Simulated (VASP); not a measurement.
Input of a VASP 6.6.1 run:

INCAR

```
SYSTEM = NaB2
ALGO = Normal
EDIFF = 1E-7
EDIFFG = -0.01
ENCUT = 600
GGA = PE
IBRION = 2
ISIF = 3
ISMEAR = 0
LASPH = .True.
LCHARG = .False.
LREAL = .False.
LWAVE = .False.
NELM = 100
NSW = 100
PREC = Accurate
SIGMA = 0.1
```

Contents of KPOINTS:

```
k-points
0
Gamma
  10 10 10
  0 0 0
```

POSCAR

```
NaB2
1.0
    0.0000000000      3.1340983008      3.1340983008
    3.1340983008      0.0000000000      3.1340983008
    3.1340983008      3.1340983008      0.0000000000
Na B
2 4
Direct
    0.2500000000      0.2500000000      0.2500000000
    0.5000000000      0.5000000000      0.5000000000
    0.3080817889      0.8973060704      0.8973060704
    0.8973060704      0.3080817889      0.8973060704
    0.8973060704      0.8973060704      0.3080817889
    0.8973060704      0.8973060704      0.8973060704
```

Potentials or basis: VASP PAW PBE potentials, release 64 (Na_pv, B).

Launch:

```console
$ cat potpaw_PBE.64/Na_pv/POTCAR potpaw_PBE.64/B/POTCAR > POTCAR
$ mpirun -np 1 vasp_std > vasp.out
```

(1) Estimate the band gap on the k mesh.

(2) Predict the relaxed volume.

(3) Estimate the space group after relaxing (to 0.1 Å).

(4) Estimate the relaxed cell.

Answers

(1) zero (bands 13 and 14 overlap by 2.31 eV).

(2) 10.24 Å³/atom.

(3) F-43m (No. 216).

(4) a = 4.429 Å, b = 4.429 Å, c = 4.429 Å, α = 60.00°, β = 60.00°, γ = 60.00°.
